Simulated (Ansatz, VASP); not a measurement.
**Two plane-wave programs on NaTa**

```
Na Ta
1.0
     3.95068    0.00000    0.00000
     0.00000    3.95068    0.00000
     0.00000    0.00000    4.99203
Na Ta
2 2
Cartesian
  0.0000 1.9753 1.1736
  1.9753 0.0000 3.8184
  0.0000 0.0000 0.0000
  1.9753 1.9753 0.0000
```

Alike in both runs: task relaxation of cell and atoms; functional PBE; k mesh 4 × 4 × 4; occupations gaussian, width 0.1 eV; no spin polarisation.

|  | VASP | Ansatz |
| --- | --- | --- |
| version | VASP 6.6.1 | Ansatz 0.2.0 |
| potentials or method | VASP PAW PBE potentials, release 64 (Na_pv, Ta_pv), cutoff 600 eV | scalar-relativistic, plane waves, PAW |
| valence electrons in the cell | 36 | 44 |

Ansatz gave:

* gap on the k mesh at the Fermi level, each at its own relaxed structure (eV): none
* relaxed volume (Å³/atom): 21.60
* relaxed length of the cell vector where the two differ most in proportion (Å): 5.848

**Question.** Estimate VASP's values.

**Answer.** gap on the k mesh at the Fermi level, each at its own relaxed structure (eV): none; relaxed volume (Å³/atom): 24.56; relaxed length of the cell vector where the two differ most in proportion (Å): 6.887.

A gap of «none» marks a metal or a gap that the smearing closes. One of these differences is far larger than is usual between the two programs; its cause wasn't traced. VASP's potentials hold 36 valence electrons a cell and Ansatz's 44, so a difference there can come from the potentials and not from the codes.

The k mesh is coarse, so the values compare programs but aren't converged. Neither program's run includes spin-orbit coupling. Noted on VASP's run: the volume moved by over 15 % at a fixed basis, so the end points are rough.
